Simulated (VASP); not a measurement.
A run of VASP 6.6.1:

The input INCAR:

```
SYSTEM = CO2
PREC     = Accurate       ! precision mode
ENCUT    = 600            ! plane-wave cutoff, eV
EDIFF    = 1E-7           ! SCF threshold, eV
ISMEAR   = 0              ! smearing method
SIGMA    = 0.01           ! smearing width, eV
LREAL    = .FALSE.        ! projectors in reciprocal space
LASPH    = .TRUE.         ! aspherical terms in the spheres
NELM     = 100            ! most SCF steps
ALGO     = Normal         ! electronic algorithm
ISIF     = 3              ! what is computed and relaxed
LWAVE    = .FALSE.        ! write WAVECAR
LCHARG   = .FALSE.        ! write CHGCAR
GGA      = PE             ! functional
IVDW     = 12             ! dispersion correction
IBRION   = 2              ! ionic algorithm
NSW      = 80             ! ionic steps
EDIFFG   = -0.003         ! ionic threshold
PSTRESS  = 600.0
```

The input KPOINTS:

```
regular mesh
0
G
  8 8 8
  0 0 0
```

File POSCAR:

```
CO2
1.0
   -1.8081000000      1.8081000000      2.9017000000
    1.8081000000     -1.8081000000      2.9017000000
    1.8081000000      1.8081000000     -2.9017000000
C O
2 4
Direct
    0.0000000000      0.0000000000      0.0000000000
    0.7500000000      0.2500000000      0.5000000000
    0.3750000000      0.3950000000      0.5200000000
    0.6050000000      0.1250000000      0.9800000000
    0.8750000000      0.8550000000      0.4800000000
    0.1450000000      0.6250000000      0.0200000000
```

Potentials or basis: VASP PAW PBE potentials, release 64 (C, O).

Launch:

```sh
$ cat potpaw_PBE.64/C/POTCAR potpaw_PBE.64/O/POTCAR > POTCAR
$ mpirun -np 1 vasp_std > vasp.out
```

Hardware: 1 thread of Intel(R) Xeon(R) 6975P-C (Granite Rapids), with other jobs on the host.

Q: How long does it take, and how much memory?

A: Wall time 3.9 min on 1 thread of Intel(R) Xeon(R) 6975P-C (Granite Rapids) (shared host), peak memory 0.22 GiB. Counts: scf iterations 138, k points 59, ion steps 17.
